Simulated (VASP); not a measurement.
Wanted: the native input for a VASP 6.6.1 run.

| Property | Result |
| --- | --- |
| Task | single point |
| Functional | PBE |
| Potentials or basis | VASP PAW PBE potentials, release 64 (Bi_d, O) |
| Cutoff | 520 eV |
| k mesh | 6 × 6 × 6 |
| Occupations | gaussian, width 0.1 eV |
| Spin | no spin polarisation |
| Dipole correction | no |
| Further INCAR settings | ALGO = Normal; EDIFF = 1e-06; NBANDS = 28 |

The structure of BiO4 lies in POSCAR:

```
BiO4
1.0
   -2.5481669917      2.5481669917      2.5481669917
    2.5481669917     -2.5481669917      2.5481669917
    2.5481669917      2.5481669917     -2.5481669917
Bi O
1 4
Direct
    0.0000000000      0.0000000000      0.0000000000
    0.5000000000      0.5000000000      0.5000000000
    0.5000000000      0.0000000000      0.0000000000
    0.0000000000      0.0000000000      0.5000000000
    0.0000000000      0.5000000000      0.0000000000
```

These files were run (other wordings do the same):

INCAR

```
SYSTEM = BiO4
ALGO = Normal
EDIFF = 1E-6
ENCUT = 520
GGA = PE
ISIF = 2
ISMEAR = 0
LASPH = .True.
LCHARG = .False.
LREAL = .False.
LWAVE = .False.
NBANDS = 28
NELM = 100
PREC = Accurate
SIGMA = 0.1
```

KPOINTS

```
k-points
0
Gamma
  6 6 6
  0 0 0
```

Potentials or basis: VASP PAW PBE potentials, release 64 (Bi_d, O).

The run is started by

```bash
$ cat potpaw_PBE.64/Bi_d/POTCAR potpaw_PBE.64/O/POTCAR > POTCAR
$ mpirun -np 1 vasp_std > vasp.out
```

Results of the run:

The pressure is 0.2 GPa.

Caveat: an odd number of electrons without spin polarisation forces a metal; a magnetic or distorted state may lie lower.

Run time: 18 s on 1 thread of Intel(R) Xeon(R) Platinum 8488C (Sapphire Rapids), with other jobs on the host, peak memory 0.2 GiB.
